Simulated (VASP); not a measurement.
# Se (P3_121) in VASP: notebook, part 2 of 2

VASP 6.6.1.

### 3 Single point, PBEsol

This run uses another cell than the first one, of 27.81 Å³/atom, 1.010 times its volume.

INCAR reads:

```
PREC = Accurate ; ENCUT = 520
EDIFF = 1E-7 ; ISMEAR = -1
SIGMA = 0.05 ; LREAL = F
LASPH = T ; NELM = 80
ALGO = Normal ; ISIF = 2
LWAVE = F ; LCHARG = F
GGA = PS ; NBANDS = 16
```

KPOINTS reads:

```
Automatic mesh
0
Gamma
  6 6 5
```

POSCAR reads:

```
Se
1.0
    4.3662000000      0.0000000000      0.0000000000
   -2.1831000000      3.7812401180      0.0000000000
    0.0000000000      0.0000000000      5.0526720000
Se
3
Direct
    0.7746000000      0.7746000000      0.0000000000
    0.0000000000      0.2254000000      0.6666666667
    0.2254000000      0.0000000000      0.3333333333
```

Potentials or basis: VASP PAW PBE potentials, release 64 (Se).

Command:

```sh
$ cat potpaw_PBE.64/Se/POTCAR > POTCAR
$ mpirun -np 1 vasp_std > vasp.out
```

OUTCAR:

```text
PREC = Accurate
   ENCUT = 520
   EDIFF = 1E-7
   ISMEAR = -1
   LREAL = F
   LASPH = T
   NELM = 80
   ISIF = 2
   GGA = PS

 ion  position               nearest neighbor table
   1  0.775  0.775  0.000-   2 2.40   3 2.40
   2  0.000  0.225  0.667-   1 2.40   3 2.40
   3  0.225  0.000  0.333-   1 2.40   2 2.40

  LATTYP: Found a hexagonal cell.
 ALAT       =     4.3662000000
 C/A-ratio  =     1.1572241308

  Lattice vectors:

 A1 = (   4.3662000000,   0.0000000000,   0.0000000000)
 A2 = (  -2.1831000000,   3.7812401180,   0.0000000000)
 A3 = (   0.0000000000,   0.0000000000,   5.0526720000)

Analysis of symmetry for initial positions (statically):
=====================================================================
 Subroutine PRICEL returns:
 Original cell was already a primitive cell.

 Routine SETGRP: Setting up the symmetry group for a
 hexagonal supercell.

 Subroutine GETGRP returns: Found  6 space group operations
 (whereof  2 operations were pure point group operations)
 out of a pool of 24 trial point group operations.

The static configuration has the point symmetry C_2 .
 The point group associated with its full space group is D_3 .

Analysis of symmetry for dynamics (positions and initial velocities):
=====================================================================
 Subroutine PRICEL returns:
 Original cell was already a primitive cell.

 Routine SETGRP: Setting up the symmetry group for a
 hexagonal supercell.

 Subroutine GETGRP returns: Found  6 space group operations
 (whereof  2 operations were pure point group operations)
 out of a pool of 24 trial point group operations.

The dynamic configuration has the point symmetry C_2 .
 The point group associated with its full space group is D_3 .

 Subroutine INISYM returns: Found  6 space group operations
 (whereof  2 operations are pure point group operations),
 and found     1 'primitive' translations

[... 117 lines left out ...]
  volume/ion in A,a.u.               =      27.81       187.64
  Fermi-wavevector in a.u.,A,eV,Ry     =   0.981927  1.855574 13.118482  0.964181
  Thomas-Fermi vector in A             =   2.112971
   LORBIT       =      0    0 simple, 1 ext, 2 COOP (PROOUT), +10 PAW based schemes
   GGA     = PS    functional components
   LHFCALC =     F    Hartree Fock is set to
   AEXX    =    0.0000 exact exchange contribution
   IVDW    =     0    specifies the selected vdW correction
   LEPSILON=     F    determine dielectric tensor
   LRPA    =     F    only Hartree local field effects (RPA)
 non-spin polarized calculation
  energy-cutoff  :      520.00
  volume of cell :       83.42
 maximum number of plane-waves:      2257
   NGX = 17   NGY = 17   NGZ = 19

 number of electron      18.0000001 magnetization

 Free energy of the ion-electron system (eV)
  ---------------------------------------------------
  ext. energy  EPLUGINS =         0.00000000
  ---------------------------------------------------
  free energy    TOTEN  =       -11.48730820 eV

  energy without entropy =      -11.48730765  energy(sigma->0) =      -11.48730792

 E-fermi :   2.9061     XC(G=0):  -8.9597

 val. band max:        2.2545378857   @ k =  -0.1667   0.5000   0.4000
 cond. band min:       3.5260270772   @ k =   0.3333   0.3333   0.4000
 fundamental gap:      1.2714891915
 Fermi energy:         2.9061133262

 k-point     1 :       0.0000    0.0000    0.0000
  band No.  band energies     occupation
      1     -13.3022      2.00000
      2      -9.3459      2.00000
      3      -9.3459      2.00000
      4      -1.3865      2.00000
      5      -1.3865      2.00000
      6      -1.2488      2.00000
[... 433 lines left out ...]
      3      -7.8829      2.00000
      4      -2.8729      2.00000
      5      -1.9768      2.00000
      6      -1.3843      2.00000
[... 8 lines left out ...]
     15      10.1450      0.00000
     16      10.5351      0.00000

 [... further k-points ...]

------------------------ aborting loop because EDIFF is reached ----------------------------------------

  FORCE on cell =-STRESS in cart. coord.  units (eV):
  Direction    XX          YY          ZZ          XY          YZ          ZX
  --------------------------------------------------------------------------------------
  -------------------------------------------------------------------------------------
  Total       -0.6151799     -0.6151799     -0.5677697     -0.0000000     -0.0000000     -0.0000000
  in kB      -11.8155438    -11.8155438    -10.9049530     -0.0000000     -0.0000000     -0.0000000
  external PRESSURE =     -11.5120136 kB  Pullay stress =       0.0000000 kB

 VOLUME and BASIS-vectors are now :
 -----------------------------------------------------------------------------
  energy-cutoff  :      520.00
  volume of cell :       83.42
      direct lattice vectors                 reciprocal lattice vectors
     4.366200000  0.000000000  0.000000000     0.229032110  0.132231751  0.000000000
    -2.183100000  3.781240118  0.000000000     0.000000000  0.264463501  0.000000000
     0.000000000  0.000000000  5.052672000     0.000000000  0.000000000  0.197915083

 POSITION                                       TOTAL-FORCE (eV/Angst)
 -----------------------------------------------------------------------------------
      1.69103      2.92895      0.00000        -0.052558     -0.091033      0.000000
     -0.49207      0.85229      3.36845        -0.052558      0.091033     -0.000000
      0.98414      0.00000      1.68422         0.105115     -0.000000      0.000000
 -----------------------------------------------------------------------------------
    total drift:                                0.000000      0.000001     -0.000000

  FREE ENERGIE OF THE ION-ELECTRON SYSTEM (eV)
  ---------------------------------------------------
  free  energy   TOTEN  =       -11.4873081990 eV

  energy  without entropy=      -11.4873076480  energy(sigma->0) =      -11.48730792
```

stdout:

```text
POSCAR found type information on POSCAR Se
 POSCAR found :  1 types and       3 ions
 scaLAPACK will be used
 -----------------------------------------------------------------------------
|                                                                             |
|                                                                             |
|     You enforced a specific xc type in the INCAR file but a different       |
|     I HOPE YOU KNOW WHAT YOU ARE DOING!                                     |
|                                                                             |
 -----------------------------------------------------------------------------

 LDA part: xc-table for (Slater+PW92), standard interpolation
 POSCAR, INCAR and KPOINTS ok, starting setup
 FFT: planning ... GRIDC
 FFT: planning ... GRID_SOFT
 FFT: planning ... GRID
 WAVECAR not read
 entering main loop
```

It used 40 s of CPU time on 1 thread of AMD EPYC 7R13 Processor (Zen 3) (shared host).

What came out:

```yaml
Free_energy: -11.4873 eV
Pressure: -1.2 GPa
Largest_force: 0.105 eV/Å
Band_gap_on_the_k_mesh: 1.27 eV, indirect (least direct gap 1.28 eV)
```

Forces in eV/Å, atoms in the order of the input:
```
Se  -0.053 -0.091  0.000
Se  -0.053  0.091  0.000
Se   0.105  0.000  0.000
```

Caveat: the PAW data sets were made with another functional, which shifts forces and pressure a little.

### 4 Single point, PBEsol

This run uses another cell than the first one, of 28.35 Å³/atom, 1.030 times its volume.

INCAR reads:

```
ALGO = Normal
EDIFF = 1E-7
ENCUT = 520
GGA = PS
ISIF = 2
ISMEAR = -1
LASPH = True
LCHARG = True
LELF = True
LREAL = False
LVHAR = True
LWAVE = False
NBANDS = 16
NELM = 60
PREC = Accurate
SIGMA = 0.05
```

KPOINTS reads:

```
k-points
0
Gamma
  6 6 5
```

Changes to POSCAR since step 3:

```diff
@@ -4,3 +4,3 @@
    -2.1831000000      3.7812401180      0.0000000000
-    0.0000000000      0.0000000000      5.0526720000
+    0.0000000000      0.0000000000      5.1517440000
 Se
```

Potentials or basis: VASP PAW PBE potentials, release 64 (Se).

Command:

```sh
$ cat potpaw_PBE.64/Se/POTCAR > POTCAR
$ mpirun -np 1 vasp_std > vasp.out
```

OUTCAR:

```text
EDIFF = 1E-7
   ENCUT = 520
   GGA = PS
   ISIF = 2
   ISMEAR = -1
   LASPH = True
   LREAL = False
   NELM = 60
   PREC = Accurate

 ion  position               nearest neighbor table
   1  0.775  0.775  0.000-   2 2.42   3 2.42
   2  0.000  0.225  0.667-   1 2.42   3 2.42
   3  0.225  0.000  0.333-   1 2.42   2 2.42

  LATTYP: Found a hexagonal cell.
 ALAT       =     4.3662000000
 C/A-ratio  =     1.1799148001

  Lattice vectors:

 A1 = (   4.3662000000,   0.0000000000,   0.0000000000)
 A2 = (  -2.1831000000,   3.7812401180,   0.0000000000)
 A3 = (   0.0000000000,   0.0000000000,   5.1517440000)

Analysis of symmetry for initial positions (statically):
=====================================================================
 Subroutine PRICEL returns:
 Original cell was already a primitive cell.

 Routine SETGRP: Setting up the symmetry group for a
 hexagonal supercell.

 Subroutine GETGRP returns: Found  6 space group operations
 (whereof  2 operations were pure point group operations)
 out of a pool of 24 trial point group operations.

The static configuration has the point symmetry C_2 .
[... 165 lines left out ...]

 val. band max:        2.0665607069   @ k =   0.3333   0.3333   0.4000
 cond. band min:       3.1776122463   @ k =   0.3333   0.3333   0.4000
 fundamental gap:      1.1110515394
 Fermi energy:         2.6442464772

 k-point     1 :       0.0000    0.0000    0.0000
  band No.  band energies     occupation
      1     -13.3006      2.00000
      2      -9.5146      2.00000
      3      -9.5146      2.00000
      4      -1.4862      2.00000
      5      -1.4862      2.00000
      6      -1.2777      2.00000
[... 433 lines left out ...]
      3      -8.0958      2.00000
      4      -2.9401      2.00000
      5      -2.0356      2.00000
      6      -1.4554      2.00000
[... 8 lines left out ...]
     15       9.8940      0.00000
     16      10.2995      0.00000

 [... further k-points ...]

------------------------ aborting loop because EDIFF is reached ----------------------------------------

  FORCE on cell =-STRESS in cart. coord.  units (eV):
  Direction    XX          YY          ZZ          XY          YZ          ZX
  --------------------------------------------------------------------------------------
  -------------------------------------------------------------------------------------
  Total       -1.1019275     -1.1019275     -1.7821740      0.0000000      0.0000000      0.0000000
  in kB      -20.7573285    -20.7573285    -33.5713286      0.0000000      0.0000000      0.0000000
  external PRESSURE =     -25.0286619 kB  Pullay stress =       0.0000000 kB

 VOLUME and BASIS-vectors are now :
 -----------------------------------------------------------------------------
  energy-cutoff  :      520.00
  volume of cell :       85.05
      direct lattice vectors                 reciprocal lattice vectors
     4.366200000  0.000000000  0.000000000     0.229032110  0.132231751  0.000000000
    -2.183100000  3.781240118  0.000000000     0.000000000  0.264463501  0.000000000
     0.000000000  0.000000000  5.151744000     0.000000000  0.000000000  0.194109024

 POSITION                                       TOTAL-FORCE (eV/Angst)
 -----------------------------------------------------------------------------------
      1.69103      2.92895      0.00000         0.046555      0.080636      0.000000
     -0.49207      0.85229      3.43450         0.046555     -0.080636     -0.000000
      0.98414      0.00000      1.71725        -0.093110     -0.000000      0.000000
 -----------------------------------------------------------------------------------
    total drift:                               -0.000001     -0.000001     -0.000000

  FREE ENERGIE OF THE ION-ELECTRON SYSTEM (eV)
  ---------------------------------------------------
  free  energy   TOTEN  =       -11.4644676091 eV

  energy  without entropy=      -11.4644659443  energy(sigma->0) =      -11.46446678
```

stdout:

```text
POSCAR found type information on POSCAR Se
 POSCAR found :  1 types and       3 ions
 scaLAPACK will be used
 -----------------------------------------------------------------------------
|                                                                             |
|                                                                             |
|     You enforced a specific xc type in the INCAR file but a different       |
|     I HOPE YOU KNOW WHAT YOU ARE DOING!                                     |
|                                                                             |
 -----------------------------------------------------------------------------

 LDA part: xc-table for (Slater+PW92), standard interpolation
 POSCAR, INCAR and KPOINTS ok, starting setup
 FFT: planning ... GRIDC
 FFT: planning ... GRID_SOFT
 FFT: planning ... GRID
 WAVECAR not read
 entering main loop
```

Wall time 48 s (1 thread of AMD EPYC 7R13 (Zen 3), shared host); peak memory 0.16 GiB.

Results:

```
Free energy            : -11.4645 eV
Pressure               : -2.5 GPa
Largest force          : 0.093 eV/Å
Band gap on the k mesh : 1.11 eV, direct
```

Forces in eV/Å, atoms in the order of the input:
```
Se   0.047  0.081  0.000
Se   0.047 -0.081  0.000
Se  -0.093  0.000  0.000
```

Caveat: the PAW data sets were made with another functional, which shifts forces and pressure a little. As with any semilocal functional, this PBEsol gap is likely too small.

### 5 Single point, RPBE+D4

This run uses another cell than the first one, of 22.89 Å³/atom, 0.832 times its volume.

INCAR reads:

```
SYSTEM = Se
PREC = Accurate ; ENCUT = 520
EDIFF = 1E-7 ; ISMEAR = -1
SIGMA = 0.05 ; LREAL = .FALSE.
LASPH = .TRUE. ; NELM = 60
ALGO = Normal ; ISIF = 2
LWAVE = .FALSE. ; LCHARG = .FALSE.
GGA = RP ; IVDW = 13
NBANDS = 16
```

KPOINTS reads:

```
Automatic mesh
0
G
  7 7 6
  0 0 0
```

POSCAR reads:

```
Se
1.0
    3.9175475719      0.0000000000      0.0000000000
   -1.9587737859      3.3926957178      0.0000000000
    0.0000000000      0.0000000000      5.1675944144
Se
3
Direct
    0.7411653779      0.7411653779      0.0000000000
    0.0000000000      0.2588346221      0.6666666667
    0.2588346221      0.0000000000      0.3333333333
```

Potentials or basis: VASP PAW PBE potentials, release 64 (Se).

Command:

```sh
$ cat potpaw_PBE.64/Se/POTCAR > POTCAR
$ mpirun -np 1 vasp_std > vasp.out
```

OUTCAR:

```text
SYSTEM = Se
   PREC = Accurate
   ENCUT = 520
   EDIFF = 1E-7
   ISMEAR = -1
   LREAL = .FALSE.
   LASPH = .TRUE.
   NELM = 60
   ISIF = 2
   GGA = RP
   IVDW = 13

 ion  position               nearest neighbor table
   1  0.741  0.741  0.000-   2 2.46   3 2.46
   2  0.000  0.259  0.667-   1 2.46   3 2.46
   3  0.259  0.000  0.333-   1 2.46   2 2.46

  LATTYP: Found a hexagonal cell.
 ALAT       =     3.9175475719
 C/A-ratio  =     1.3190891290

  Lattice vectors:

 A1 = (   3.9175475719,   0.0000000000,   0.0000000000)
[... 647 lines left out ...]

  DFT-D4 for vdW energy calculation

  Edisp (eV):   -2.51893

  FORCE on cell =-STRESS in cart. coord.  units (eV):
  Direction    XX          YY          ZZ          XY          YZ          ZX
  --------------------------------------------------------------------------------------
  -------------------------------------------------------------------------------------
  Total       0.01521     0.01521     0.03153     0.00000    -0.00000     0.00000
  in kB       0.35480     0.35480     0.73547     0.00000    -0.00000     0.00000
  external pressure =        0.48 kB  Pullay stress =        0.00 kB

 VOLUME and BASIS-vectors are now :
 -----------------------------------------------------------------------------
  energy-cutoff  :      520.00
  volume of cell :       68.68
      direct lattice vectors                 reciprocal lattice vectors
     3.917547572  0.000000000  0.000000000     0.255261738  0.147375433  0.000000000
    -1.958773786  3.392695718  0.000000000     0.000000000  0.294750866  0.000000000
     0.000000000  0.000000000  5.167594414     0.000000000  0.000000000  0.193513639

 POSITION                                       TOTAL-FORCE (eV/Angst)
 -----------------------------------------------------------------------------------
      1.45178      2.51455      0.00000        -0.009047     -0.015670      0.000000
     -0.50700      0.87815      3.44506        -0.009047      0.015670      0.000000
      1.01400      0.00000      1.72253         0.018094      0.000000     -0.000000
 -----------------------------------------------------------------------------------
    total drift:                               -0.000001     -0.000001     -0.000000

  FREE ENERGIE OF THE ION-ELECTRON SYSTEM (eV)
  ---------------------------------------------------
  free  energy   TOTEN  =       -11.6896138963 eV

  energy  without entropy=      -11.6896052131  energy(sigma->0) =      -11.68960955
```

Wall time 37 s (1 thread of Intel Xeon Platinum 8259CL at 2.50GHz (Skylake/Cascade Lake), shared host); peak memory 0.19 GiB.

What came out:

| Property | Result |
| --- | --- |
| Free energy | -11.6896 eV |
| Pressure | 0.0 GPa |
| Largest force | 0.018 eV/Å |
| Band gap on the k mesh | 0.87 eV, indirect (least direct gap 1.03 eV) |
| Dispersion energy per atom | -0.840 eV |

Forces in eV/Å, atoms in the order of the input:
```
Se  -0.009 -0.016  0.000
Se  -0.009  0.016  0.000
Se   0.018  0.000  0.000
```

Levels at points of the mesh, in eV from the valence-band top:
| k point | band 7 | band 8 | band 9 | band 10 | band 11 | band 12 |
| --- | --- | --- | --- | --- | --- | --- |
| (0.00, 0.00, 0.00) | -1.81 | -1.81 | -0.63 | 1.47 | 1.47 | 2.22 |
| (0.00, 0.00, 0.50) | -1.41 | -1.13 | -1.13 | 0.87 | 0.98 | 0.98 |

Caveat: the PAW data sets were made with another functional, which shifts forces and pressure a little. Expect the measured gap to be larger: semilocal functionals such as RPBE lack the derivative discontinuity.

### 6 The runs side by side

```tsv
level	cell	k mesh	gap on the mesh (eV)	pressure (GPa)	largest force (eV/Å)
PBEsol	a = 4.366, b = 4.366, c = 5.003 Å, angles 90.0, 90.0, 120.0°, 3 atoms	6 × 6 × 5	1.25	-0.4	0.21
PBEsol	a = 4.366, b = 4.366, c = 5.053 Å, angles 90.0, 90.0, 120.0°, 3 atoms	6 × 6 × 5	1.27	-1.2	0.11
PBEsol	a = 4.366, b = 4.366, c = 5.152 Å, angles 90.0, 90.0, 120.0°, 3 atoms	6 × 6 × 5	1.11	-2.5	0.09
RPBE+D4	a = 3.918, b = 3.918, c = 5.168 Å, angles 90.0, 90.0, 120.0°, 3 atoms	7 × 7 × 6	0.87	0.0	0.02
```

Alike in all rows: task single point; potentials or basis VASP PAW PBE potentials, release 64 (Se); no spin polarisation; cutoff (eV) 520; smearing fermi-dirac 0.05 eV.

Caveats: the PAW data sets were made with another functional, which shifts forces and pressure a little.

Total energies depend on the potentials used, so only differences within one code and one set of settings carry meaning.
